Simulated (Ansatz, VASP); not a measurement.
**Se in VASP and in Ansatz**

The input INCAR:

```
ALGO = Normal
EDIFF = 1E-6
EDIFFG = -0.01
ENCUT = 600
GGA = PE
IBRION = 2
ISIF = 3
ISMEAR = 0
LASPH = True
LCHARG = False
LREAL = False
LWAVE = False
NELM = 100
NSW = 100
PREC = Accurate
SIGMA = 0.1
```

KPOINTS

```
k-points
0
Gamma
  9 9 20
```

File POSCAR:

```
Se
1.0
    6.7246237057      0.0000000000      0.0000000000
   -3.3623118529      5.8236949600      0.0000000000
    0.0000000000      0.0000000000      2.3862033437
Se
3
Direct
    0.0000000000      0.0000000000      0.0000000000
    0.3333333333      0.6666666667      0.5000000000
    0.6666666667      0.3333333333      0.5000000000
```

Input for Ansatz:

```yaml
crystal:
  lattice:
    - [6.7246237057, 0.0, 0.0]
    - [-3.3623118529, 5.82369496, 0.0]
    - [0.0, 0.0, 2.3862033437]
  atoms:
    - { symbol: Se, position: [0.0, 0.0, 0.0] }
    - { symbol: Se, position: [0.3333333333, 0.6666666667, 0.5] }
    - { symbol: Se, position: [0.6666666667, 0.3333333333, 0.5] }
basis:
  ecutwfc: 420
kpoints:
  mp_grid: { grid: [9, 9, 20] }
hamiltonian:
  xc: pbe
scf:
  occupations: { method: gaussian, width: 0.1 }
output:
  forces: true
  stress: true
  eigenvalues: true
relax:
  adjacent_minimum: "off"
  f_tol: 0.01
  max_steps: 80
  cell: { stress_tol: 0.05 }
```

Alike in both runs: task relaxation of cell and atoms; functional PBE; k mesh 9 × 9 × 20; occupations gaussian, width 0.1 eV; no spin polarisation.

```csv
,VASP,Ansatz
version,VASP 6.6.1,Ansatz 0.2.0
potentials or method,"VASP PAW PBE potentials, release 64 (Se), cutoff 600 eV","scalar-relativistic, plane waves, PAW"
valence electrons in the cell,18,48
```

|  | VASP | Ansatz | Ansatz less VASP |
| --- | --- | --- | --- |
| gap on the k mesh at the Fermi level, each at its own relaxed structure (eV) | none | none | - |
| relaxed volume (Å³/atom) | 37.02 | 36.66 | -0.356 |
| relaxed length of the cell vector where the two differ most in proportion (Å) | 7.366 | 7.332 | -0.0342 |

A gap of «none» marks a metal or a gap that the smearing closes. VASP's potentials hold 18 valence electrons a cell and Ansatz's 48, so a difference there can come from the potentials and not from the codes.

Noted on VASP's run: the volume moved by over 15 % at a fixed basis, so the end points are rough.
